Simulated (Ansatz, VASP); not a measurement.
**Two plane-wave programs on NaF**

Contents of INCAR:

```
SYSTEM = NaF
PREC = Accurate
ENCUT = 520
EDIFF = 1E-6
ISMEAR = 0
SIGMA = 0.1
LREAL = .False.
LASPH = .True.
NELM = 100
ALGO = Normal
ISIF = 2
LWAVE = .False.
LCHARG = .True.
GGA = PE
LELF = .True.
LVHAR = .True.
NBANDS = 30
```

The input KPOINTS:

```
Automatic mesh
0
Gamma
  4 4 6
  0 0 0
```

Contents of POSCAR:

```
NaF
1.0
    3.1970348000     -4.9148210000      0.0000000000
    3.1970348000      4.9148210000      0.0000000000
   -1.4469407000      0.0000000000      2.6884896000
Na F
3 3
Direct
    0.3034770000      0.9959330000      0.3988520000
    0.6639650000      0.6639650000      0.9146230000
    0.9959330000      0.3034770000      0.3988520000
    0.6958320000      0.0037220000      0.6005190000
    0.3368320000      0.3368320000      0.0865290000
    0.0037220000      0.6958320000      0.6005190000
```

Input for Ansatz:

```yaml
crystal:
  lattice:
    - [3.1970348, -4.914821, 0.0]
    - [3.1970348, 4.914821, 0.0]
    - [-1.4469407, 0.0, 2.6884896]
  atoms:
    - { symbol: Na, position: [0.303477, 0.995933, 0.398852] }
    - { symbol: Na, position: [0.663965, 0.663965, 0.914623] }
    - { symbol: Na, position: [0.995933, 0.303477, 0.398852] }
    - { symbol: F, position: [0.695832, 0.003722, 0.600519] }
    - { symbol: F, position: [0.336832, 0.336832, 0.086529] }
    - { symbol: F, position: [0.003722, 0.695832, 0.600519] }
basis:
  ecutwfc: 420
kpoints:
  mp_grid: { grid: [4, 4, 6] }
hamiltonian:
  xc: pbe
scf:
  occupations: { method: gaussian, width: 0.1 }
  lower_state_search: "off"
output:
  forces: true
  stress: true
  eigenvalues: true
```

Alike in both runs: task single point; functional PBE; k mesh 4 × 4 × 6; occupations gaussian, width 0.1 eV; no spin polarisation.

|  | VASP | Ansatz |
| --- | --- | --- |
| version | VASP 6.6.1 | Ansatz 0.2.0 |
| potentials or method | VASP PAW PBE potentials, release 64 (Na_pv, F), cutoff 520 eV | scalar-relativistic, plane waves, PAW |
| valence electrons in the cell | 42 | 48 |

|  | VASP | Ansatz | Ansatz less VASP |
| --- | --- | --- | --- |
| gap on the k mesh at the Fermi level (eV) | 5.42 | 5.44 | +0.016 |
| least direct gap on the mesh (eV) | 5.45 | 5.46 | +0.016 |
| pressure (GPa) | -0.1 | 0.0 | +0.11 |
| rms of the force components (eV/Å) | 0.004 | 0.001 | -0.0032 |

Atom by atom the forces differ by 0.003 eV/Å (rms over components). VASP's potentials hold 42 valence electrons a cell and Ansatz's 48, so a difference there can come from the potentials and not from the codes.
